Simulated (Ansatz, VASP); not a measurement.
MnS in VASP and in Ansatz

```xyz
2
Lattice="0.0000 2.5762 2.5762 2.5762 0.0000 2.5762 2.5762 2.5762 0.0000" Properties=species:S:1:pos:R:3 pbc="T T T"
Mn    0.0000    0.0000    0.0000
S     2.5762    2.5762    2.5762
```

Change from the starting cell: volume scaled by 1.03, PAW files.

Alike in both runs: task electric field gradients; functional PBE; k mesh 16 × 16 × 16; occupations fermi-dirac, width 0.08 eV; collinear spin.

```csv
,VASP,Ansatz
version,VASP 6.6.1,Ansatz 0.2.0
potentials or method,"VASP PAW PBE potentials, release 64 (Mn_pv, S)","PAW with Ansatz's default frozen-core files, scalar-relativistic"
plane-wave cutoff (eV),520,420
valence electrons in the cell,19,21
```

VASP gave:

```
pressure (GPa)                                                : -1.6
net moment per atom (μB)                                      : 2.30
size of the moment on the site where the two differ most (μB) : 4.17
```

Problem. Which values does Ansatz return?

Solution. Pressure (GPa): -1.7; net moment per atom (μB): 2.30; size of the moment on the site where the two differ most (μB): 4.11.

Site moments also hang on the region over which each program counts them. VASP's potentials hold 19 valence electrons a cell and Ansatz's 21, so a difference there can come from the potentials and not from the codes.
